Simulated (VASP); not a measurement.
A run of VASP 6.6.1 is set up as follows.

Contents of INCAR:

```
SYSTEM = Al
PREC     = Accurate       ! precision mode
ENCUT    = 500            ! plane-wave cutoff, eV
EDIFF    = 1E-7           ! SCF threshold, eV
ISMEAR   = 0              ! smearing method
SIGMA    = 0.1            ! smearing width, eV
LREAL    = .False.        ! projectors in reciprocal space
LASPH    = .True.         ! aspherical terms in the spheres
NELM     = 120            ! most SCF steps
ALGO     = Normal         ! electronic algorithm
ISIF     = 3              ! what is computed and relaxed
LWAVE    = .False.        ! write WAVECAR
LCHARG   = .False.        ! write CHGCAR
GGA      = PS             ! functional
IBRION   = 2              ! ionic algorithm
NSW      = 80             ! ionic steps
EDIFFG   = -0.03          ! ionic threshold
GGA_COMPAT= .False.      
NELMIN   = 4
```

KPOINTS

```
regular mesh
0
Gamma
  16 16 16
  0 0 0
```

File POSCAR:

```
Al
1.0
    2.6300000000      0.0000000000      0.0000000000
    0.0000000000      2.6300000000      0.0000000000
    0.0000000000      0.0000000000      2.6300000000
Al
1
Direct
    0.0000000000      0.0000000000      0.0000000000
```

Potentials or basis: VASP PAW PBE potentials, release 64 (Al).

The run is started by

```bash
$ cat potpaw_PBE.64/Al/POTCAR > POTCAR
$ mpirun -np 1 vasp_std > vasp.out
```

(1) Estimate the relaxed cell.

(2) What does it give for the space group after relaxing (to 0.1 Å)?

(3) Estimate the band gap on the k mesh.

Answers

(1) a = 2.702 Å, b = 2.702 Å, c = 2.702 Å, α = 90.00°, β = 90.00°, γ = 90.00°.

(2) Pm-3m (No. 221).

(3) zero (an odd number of electrons rules out a gap without spin polarisation).
